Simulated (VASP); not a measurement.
GaSb: single point with PBE

The system is GaSb.

```xyz
2
Lattice="-1.5896 2.6262 2.8762 1.5896 -2.6262 2.8762 1.5896 2.6262 -2.8762" Properties=species:S:1:pos:R:3 pbc="T T T"
Sb    0.0000    0.0000    2.8762
Ga    0.0000    0.0000    0.0000
```

* Program: VASP 6.6.1
* Task: single point
* Functional: PBE
* Potentials or basis: VASP PAW PBE potentials, release 64 (Sb, Ga_d)
* Cutoff: 520 eV
* k mesh: 10 × 10 × 10
* Occupations: fermi-dirac, width 0.05 eV
* Spin: no spin polarisation
* Dipole correction: no
* Further INCAR settings: ALGO = Normal; EDIFF = 1e-06; NBANDS = 16

```json
{"Pressure": "0.0 GPa", "Band gap on the k mesh": "zero (bands 9 and 10 overlap by 4.86 eV)"}
```

Levels at points of the mesh, in eV from the Fermi level:
```tsv
k point	band 5	band 6	band 7	band 8	band 9	band 10	band 11	band 12	band 13	band 14
(0.00, 0.00, 0.00)	-14.82	-11.98	-2.91	-2.06	-1.58	3.47	4.82	6.28	7.61	7.63
(0.50, 0.00, 0.00)	-14.82	-10.50	-8.04	-0.09	1.56	2.35	2.86	4.25	6.44	8.33
(0.00, 0.50, 0.00)	-14.81	-8.25	-6.19	-1.87	-0.38	-0.36	1.00	2.78	3.58	9.06
(0.50, 0.50, 0.00)	-14.81	-8.21	-5.07	-3.15	-2.11	-1.89	3.22	4.07	6.77	7.54
(0.50, 0.50, 0.50)	-14.81	-9.41	-5.81	-5.13	-4.76	2.64	6.49	9.92	9.95	10.45
```

Run time: 43 s on 1 thread of Intel(R) Xeon(R) 6975P-C (Granite Rapids), on a shared host, peak memory 0.27 GiB.

Caveat: spin-orbit coupling is left out, which moves the levels of the heavy elements.
